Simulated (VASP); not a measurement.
Write the native input for VASP 6.6.1 that does the following.

```yaml
Task: single point
Functional: PBE
Potentials_or_basis: VASP PAW PBE potentials, release 64 (Na_pv, H)
Cutoff: 520 eV
k_mesh: 6 × 6 × 6
Occupations: gaussian, width 0.01 eV
Spin: no spin polarisation
Dipole_correction: no
Further_INCAR_settings: ALGO = Normal; EDIFF = 1e-06; NBANDS = 11
```

The structure of NaH lies in POSCAR:

```
NaH
1.0
    0.0000000000      2.3975122800      2.3975122800
    2.3975122800      0.0000000000      2.3975122800
    2.3975122800      2.3975122800      0.0000000000
Na H
1 1
Direct
    0.0000000000      0.0000000000      0.0000000000
    0.5000000000      0.5000000000      0.5000000000
```

The input as run:

INCAR

```
SYSTEM = NaH
ALGO = Normal
EDIFF = 1E-6
ENCUT = 520
GGA = PE
ISIF = 2
ISMEAR = 0
LASPH = .TRUE.
LCHARG = .FALSE.
LREAL = .FALSE.
LWAVE = .FALSE.
NBANDS = 11
NELM = 60
PREC = Accurate
SIGMA = 0.01
```

KPOINTS

```
k-points
0
G
  6 6 6
  0 0 0
```

Potentials or basis: VASP PAW PBE potentials, release 64 (Na_pv, H).

Launch:

```bash
$ cat potpaw_PBE.64/Na_pv/POTCAR potpaw_PBE.64/H/POTCAR > POTCAR
$ mpirun -np 1 vasp_std > vasp.out
```

Results of the run:

```
Pressure               : 0.5 GPa
Band gap on the k mesh : 3.85 eV (least direct gap 4.67 eV)
```

It took 8.5 s on 1 thread of Intel Xeon 8259CL (shared host), peak memory 0.15 GiB.
